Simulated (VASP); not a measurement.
AlN (zinc blende type), 2 atoms in the cell. Symmetry: F-43m, No. 216, cubic system. The conventional cell has a = 4.400 Å, b = 4.400 Å, c = 4.400 Å, α = 90.00°, β = 90.00°, γ = 90.00°. Al (site symmetry -43m) has 4 N at 1.91 Å within 2.5 Å. Within 2.5 Å of N (site symmetry -43m) lie 4 Al at 1.91 Å. 

* Program: VASP 6.6.1
* Task: single point
* Functional: r2SCAN
* Potentials or basis: VASP PAW PBE potentials, release 64 (Al, N)
* Cutoff: 520 eV
* k mesh: 6 × 6 × 6
* Occupations: fermi-dirac, width 0.02 eV
* Spin: no spin polarisation
* Dipole correction: no
* Further INCAR settings: ALGO = Normal; EDIFF = 1e-06; NBANDS = 11

Potentials or basis: VASP PAW PBE potentials, release 64 (Al, N).

The run is started by

```bash
$ cat potpaw_PBE.64/Al/POTCAR potpaw_PBE.64/N/POTCAR > POTCAR
$ cp INCAR.step1 INCAR
$ mpirun -np 1 vasp_std > vasp.out
$ cp INCAR.step2 INCAR
$ mpirun -np 1 vasp_std > vasp.out
```

Hardware: 1 thread of AMD EPYC 7571, on a shared host.

Problem. Estimate the wall time of this run.

Solution. Wall time 51 s on 1 thread of AMD EPYC 7571 (shared host), peak memory 0.1 GiB. Counts: k points 16.
